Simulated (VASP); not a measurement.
The system is Cu.

```
Cu
1.0
     0.00000    1.78307    1.78307
     1.78307    0.00000    1.78307
     1.78307    1.78307    0.00000
Cu
1
Direct
  0.00000 0.00000 0.00000
```

Base run:

- Program: VASP 6.6.1
- Functional: revPBE
- Dispersion: D3(BJ)
- Potentials or basis: VASP PAW PBE potentials, release 64 (Cu)
- Cutoff: 600 eV
- k mesh: 13 × 13 × 13
- Occupations: fermi-dirac, width 0.05 eV
- Spin: no spin polarisation

Its results: pressure -4.5 GPa.

**Question.** After a change of settings the same cell gave: pressure 0.1 GPa. Which change was it?
A. functional from revPBE to RPBE; dispersion from D3(BJ) to none
B. functional from revPBE to PBE
C. functional from revPBE to RPBE
D. functional from revPBE to PBEsol

**Answer.** B.

Caveats: pairwise dispersion overbinds metals, which lowers pressure and volume; the PAW data sets were made with another functional, which shifts forces and pressure a little (some runs).
